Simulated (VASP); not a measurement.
Set up this calculation in VASP 6.6.1, as the native input.

```yaml
Task: single point
Functional: PBE
Potentials_or_basis: VASP PAW PBE potentials, release 64 (Pt, Sb)
Cutoff: 520 eV
k_mesh: 10 × 10 × 6
Occupations: gaussian, width 0.05 eV
Spin: no spin polarisation
Dipole_correction: no
Further_INCAR_settings: ALGO = Normal; EDIFF = 1e-07; NBANDS = 17
```

The structure of Sb2Pt lies in POSCAR:

```
Sb2Pt
1.0
    4.1803277564      0.0000000000      0.0000000000
   -2.0901638782      3.6202700332      0.0000000000
    0.0000000000      0.0000000000      5.4222924874
Pt Sb
1 2
Direct
    0.0000000000      0.0000000000      0.0000000000
    0.3333333333      0.6666666667      0.2305270657
    0.6666666667      0.3333333333      0.7694729343
```

The input as run:

INCAR

```
ALGO     = Normal         # electronic algorithm
EDIFF    = 1E-7           # SCF threshold, eV
ENCUT    = 520            # plane-wave cutoff, eV
GGA      = PE             # functional
ISIF     = 2              # what is computed and relaxed
ISMEAR   = 0              # smearing method
LASPH    = True           # aspherical terms in the spheres
LCHARG   = False          # write CHGCAR
LREAL    = False          # projectors in reciprocal space
LWAVE    = False          # write WAVECAR
NBANDS   = 17             # bands
NELM     = 60             # most SCF steps
PREC     = Accurate       # precision mode
SIGMA    = 0.05           # smearing width, eV
```

KPOINTS

```
k-points
0
Gamma
  10 10 6
```

Potentials or basis: VASP PAW PBE potentials, release 64 (Pt, Sb).

Command:

```console
$ cat potpaw_PBE.64/Pt/POTCAR potpaw_PBE.64/Sb/POTCAR > POTCAR
$ mpirun -np 1 vasp_std > vasp.out
```

Results of the run:

```
Pressure               : -2.4 GPa
Largest force          : 0.011 eV/Å
Band gap on the k mesh : zero (bands 10 and 11 overlap by 2.50 eV)
```

Caveat: spin-orbit coupling is left out, which moves the levels of the heavy elements.

Run time: 98 s on 1 thread of Intel Xeon 8259CL, with other jobs on the host, peak memory 0.26 GiB.
